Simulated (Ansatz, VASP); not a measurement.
## CdTe: VASP beside Ansatz

```
Cd Te
1.0
     0.00000    3.20500    3.20500
     3.20500    0.00000    3.20500
     3.20500    3.20500    0.00000
Cd Te
1 1
Direct
  0.00000 0.00000 0.00000
  0.75000 0.75000 0.75000
```

Alike in both runs: task electric field gradients; functional LDA; k mesh 10 × 10 × 10; occupations fermi-dirac, width 0.08 eV; no spin polarisation.

|  | VASP | Ansatz |
| --- | --- | --- |
| version | VASP 6.6.1 | Ansatz 0.2.0 |
| potentials or method | VASP PAW LDA potentials, release 64 (Cd, Te) | PAW with Ansatz's default frozen-core files, scalar-relativistic |
| plane-wave cutoff (eV) | 520 | 420 |
| valence electrons in the cell | 18 | 36 |

Ansatz gave:

* pressure (GPa): 0.0

Question: Which values does VASP return?

Answer: Pressure (GPa): 0.2.

LDA's correlation is that of Perdew and Zunger in VASP and of Perdew and Wang (1992) in Ansatz. VASP's potentials hold 18 valence electrons a cell and Ansatz's 36, so a difference there can come from the potentials and not from the codes.

Spin-orbit coupling is off throughout.
